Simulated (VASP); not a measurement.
Write the native input for VASP 6.6.1 that does the following.

- Task: single point
- Functional: PBE
- Potentials or basis: VASP PAW PBE potentials, release 64 (Hf_pv, O)
- Cutoff: 520 eV
- k mesh: 8 × 8 × 5
- Occupations: gaussian, width 0.02 eV
- Spin: no spin polarisation
- Dipole correction: no
- Further INCAR settings: ALGO = Normal; EDIFF = 1e-06; NBANDS = 31

The structure of HfO2 lies in POSCAR:

```
HfO2
1.0
    3.5580193300      0.0000000000      0.0000000000
    0.0000000000      3.5580193300      0.0000000000
    0.0000000000      0.0000000000      5.1718612100
Hf O
2 4
Direct
    0.0000000000      0.0000000000      0.0000000000
    0.5000000000      0.5000000000      0.5000000000
    0.0000000000      0.5000000000      0.1972078800
    0.5000000000      0.0000000000      0.3027921200
    0.5000000000      0.0000000000      0.8027921200
    0.0000000000      0.5000000000      0.6972078800
```

These files were run (other wordings do the same):

INCAR

```
SYSTEM = HfO2
PREC = Accurate
ENCUT = 520
EDIFF = 1E-6
ISMEAR = 0
SIGMA = 0.02
LREAL = .FALSE.
LASPH = .TRUE.
NELM = 100
ALGO = Normal
ISIF = 2
LWAVE = .FALSE.
LCHARG = .FALSE.
GGA = PE
NBANDS = 31
```

KPOINTS

```
Automatic mesh
0
G
  8 8 5
  0 0 0
```

Potentials or basis: VASP PAW PBE potentials, release 64 (Hf_pv, O).

Run with:

```sh
$ cat potpaw_PBE.64/Hf_pv/POTCAR potpaw_PBE.64/O/POTCAR > POTCAR
$ mpirun -np 1 vasp_std > vasp.out
```

Results of the run:

| Item | Value |
| --- | --- |
| Pressure | 6.5 GPa |
| Largest force | 0.099 eV/Å |
| Band gap on the k mesh | 4.76 eV (least direct gap 4.83 eV) |

Caveat: the cell stands under pressure; spin-orbit coupling is left out, which moves the levels of the heavy elements.

Wall time 2.7 min on 1 thread of Intel Xeon 8259CL (shared host), peak memory 0.22 GiB.
